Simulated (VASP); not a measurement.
Here is a VASP 6.6.1 calculation.

File INCAR:

```
PREC = Accurate
ENCUT = 520
EDIFF = 1E-6
ISMEAR = -1
SIGMA = 0.05
LREAL = False
LASPH = True
NELM = 150
ALGO = Normal
ISIF = 2
LWAVE = False
LCHARG = True
ISPIN = 2
MAGMOM = 1
LORBIT = 11
LMAXMIX = 4
GGA = PE
LELF = True
LVHAR = True
NBANDS = 16
```

Contents of KPOINTS:

```
Automatic mesh
0
Gamma
  23 23 23
```

Contents of POSCAR:

```
V
1.0
    0.0000000000      1.9085706461      1.9085706461
    1.9085706461      0.0000000000      1.9085706461
    1.9085706461      1.9085706461      0.0000000000
V
1
Direct
    0.0000000000      0.0000000000      0.0000000000
```

Potentials or basis: VASP PAW PBE potentials, release 64 (V_sv).

Run with:

```bash
$ cat potpaw_PBE.64/V_sv/POTCAR > POTCAR
$ mpirun -np 1 vasp_std > vasp.out
```

Task: Estimate the net moment.

Result: 0.00 μB per cell.

Task: Predict the pressure.

Result: 0.1 GPa.
